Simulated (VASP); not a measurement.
# HgTe (I-4m2) in VASP: a series of runs, part 2 of 2

VASP 6.6.1.

## 3. Single point, PBEsol (strain +0.050 along x and y, +0.000 along z)

INCAR reads:

```
SYSTEM = HgTe
PREC = Accurate
ENCUT = 520
EDIFF = 1E-7
ISMEAR = 0
SIGMA = 0.15
LREAL = .FALSE.
LASPH = .TRUE.
NELM = 100
ALGO = Normal
ISIF = 2
LWAVE = .FALSE.
LCHARG = .FALSE.
GGA = PS
NBANDS = 16
```

KPOINTS reads:

```
regular mesh
0
G
  14 14 14
  0 0 0
```

POSCAR reads:

```
HgTe
1.0
    0.0000000000      3.3846750000      3.2235000000
    3.3846750000      0.0000000000      3.2235000000
    3.3846750000      3.3846750000      0.0000000000
Hg Te
1 1
Direct
    0.0000000000      0.0000000000      0.0000000000
    0.7500000000      0.7500000000      0.7500000000
```

Potentials or basis: VASP PAW PBE potentials, release 64 (Hg, Te).

Command:

```console
$ cat potpaw_PBE.64/Hg/POTCAR potpaw_PBE.64/Te/POTCAR > POTCAR
$ mpirun -np 1 vasp_std > vasp.out
```

OUTCAR:

```text
SYSTEM = HgTe
   PREC = Accurate
   ENCUT = 520
   EDIFF = 1E-7
   ISMEAR = 0
   LREAL = .FALSE.
   LASPH = .TRUE.
   NELM = 100
   ISIF = 2
   GGA = PS

 ion  position               nearest neighbor table
   1  0.000  0.000  0.000-   2 2.89   2 2.89   2 2.89   2 2.89
   2  0.750  0.750  0.750-   1 2.89   1 2.89   1 2.89   1 2.89

  LATTYP: Found a body centered tetragonal cell.
 ALAT       =     4.7866532892
 C/A-ratio  =     1.3468700594

  Lattice vectors:

 A1 = (   0.0000000000,  -3.3846750000,  -3.2235000000)
 A2 = (   0.0000000000,   3.3846750000,  -3.2235000000)
 A3 = (   3.3846750000,   0.0000000000,   3.2235000000)

Analysis of symmetry for initial positions (statically):
=====================================================================
 Subroutine PRICEL returns:
 Original cell was already a primitive cell.

 Routine SETGRP: Setting up the symmetry group for a
 body centered tetragonal supercell.

 Subroutine GETGRP returns: Found  8 space group operations
 (whereof  8 operations were pure point group operations)
 out of a pool of 16 trial point group operations.

The static configuration has the point symmetry D_2d.

Analysis of symmetry for dynamics (positions and initial velocities):
=====================================================================
 Subroutine PRICEL returns:
 Original cell was already a primitive cell.

 Routine SETGRP: Setting up the symmetry group for a
 body centered tetragonal supercell.

 Subroutine GETGRP returns: Found  8 space group operations
 (whereof  8 operations were pure point group operations)
 out of a pool of 16 trial point group operations.

The dynamic configuration has the point symmetry D_2d.

 Subroutine INISYM returns: Found  8 space group operations
 (whereof  8 operations are pure point group operations),
 and found     1 'primitive' translations

----------------------------------------------------------------------------------------

                                     Primitive cell

[... 110 lines left out ...]
     AMIX_MAG =   1.60;   BMIX_MAG =  1.00
  volume/ion in A,a.u.               =      36.93       249.21
  Fermi-wavevector in a.u.,A,eV,Ry     =   1.022591  1.932416 14.227497  1.045692
  Thomas-Fermi vector in A             =   2.156278
   LORBIT       =      0    0 simple, 1 ext, 2 COOP (PROOUT), +10 PAW based schemes
   GGA     = PS    functional components
   LHFCALC =     F    Hartree Fock is set to
   AEXX    =    0.0000 exact exchange contribution
   IVDW    =     0    specifies the selected vdW correction
   LEPSILON=     F    determine dielectric tensor
   LRPA    =     F    only Hartree local field effects (RPA)
 non-spin polarized calculation
 Gauss-broadening in eV      SIGMA  =   0.15
  energy-cutoff  :      520.00
  volume of cell :       73.86
 maximum number of plane-waves:      2012
   NGX = 17   NGY = 17   NGZ = 17

 number of electron      17.9999997 magnetization

 Free energy of the ion-electron system (eV)
  ---------------------------------------------------
  ext. energy  EPLUGINS =         0.00000000
  ---------------------------------------------------
  free energy    TOTEN  =        -4.33544157 eV

  energy without entropy =       -4.33504535  energy(sigma->0) =       -4.33524346

 E-fermi :   2.1857     XC(G=0):  -8.5342

 val. band max:        2.1380080183   @ k =   0.0000   0.0000   0.0000
 cond. band min:       2.3194799414   @ k =   0.0714  -0.0000   0.0000
 fundamental gap:      0.1814719232
 Fermi energy:         2.1856589822

 k-point     1 :       0.0000    0.0000    0.0000
  band No.  band energies     occupation
      1      -9.3671      2.00000
      2      -4.8056      2.00000
      3      -4.8056      2.00000
      4      -4.7970      2.00000
      5      -4.3854      2.00000
      6      -4.3594      2.00000
[... 433 lines left out ...]
      3      -4.7130      2.00000
      4      -4.6560      2.00000
      5      -4.3705      2.00000
      6      -4.3616      2.00000
[... 8 lines left out ...]
     15      11.0111      0.00000
     16      11.2962      0.00000

 [... further k-points ...]

------------------------ aborting loop because EDIFF is reached ----------------------------------------

  FORCE on cell =-STRESS in cart. coord.  units (eV):
  Direction    XX          YY          ZZ          XY          YZ          ZX
  --------------------------------------------------------------------------------------
  -------------------------------------------------------------------------------------
  Total       -1.2170041     -1.2170041     -0.8501395      0.0000000     -0.0000000      0.0000000
  in kB      -26.4004305    -26.4004305    -18.4420476      0.0000000     -0.0000000      0.0000000
  external PRESSURE =     -23.7476362 kB  Pullay stress =       0.0000000 kB

 VOLUME and BASIS-vectors are now :
 -----------------------------------------------------------------------------
  energy-cutoff  :      520.00
  volume of cell :       73.86
      direct lattice vectors                 reciprocal lattice vectors
     0.000000000  3.384675000  3.223500000    -0.147724671  0.147724671  0.155110904
     3.384675000  0.000000000  3.223500000     0.147724671 -0.147724671  0.155110904
     3.384675000  3.384675000  0.000000000     0.147724671  0.147724671 -0.155110904

 POSITION                                       TOTAL-FORCE (eV/Angst)
 -----------------------------------------------------------------------------------
      0.00000      0.00000      0.00000         0.000000      0.000000      0.000000
      5.07701      5.07701      4.83525        -0.000000     -0.000000     -0.000000
 -----------------------------------------------------------------------------------
    total drift:                                0.000000      0.000000     -0.000000

  FREE ENERGIE OF THE ION-ELECTRON SYSTEM (eV)
  ---------------------------------------------------
  free  energy   TOTEN  =        -4.3354415673 eV

  energy  without entropy=       -4.3350453535  energy(sigma->0) =       -4.33524346
```

stdout:

```text
POSCAR found type information on POSCAR HgTe
 POSCAR found :  2 types and       2 ions
 scaLAPACK will be used
 -----------------------------------------------------------------------------
|                                                                             |
|                                                                             |
|     You enforced a specific xc type in the INCAR file but a different       |
|     I HOPE YOU KNOW WHAT YOU ARE DOING!                                     |
|                                                                             |
 -----------------------------------------------------------------------------

 LDA part: xc-table for (Slater+PW92), standard interpolation
 POSCAR, INCAR and KPOINTS ok, starting setup
 FFT: planning ... GRIDC
 FFT: planning ... GRID_SOFT
 FFT: planning ... GRID
 WAVECAR not read
 entering main loop
```

It took 5.5 min on 1 thread of Intel Xeon 8259CL, shared host; peak memory 0.44 GiB.

What came out:

```yaml
Free_energy: -4.3354 eV
Pressure: -2.4 GPa
```

Stress tensor (GPa, compression positive):
```
-2.64  0.00  0.00
 0.00 -2.64  0.00
 0.00  0.00 -1.84
```

Caveat: the cell differs from its parent crystal (strain +0.050 along x and y, +0.000 along z); the PAW data sets were made with another functional, which shifts forces and pressure a little; spin-orbit coupling is left out, which moves the levels of the heavy elements.
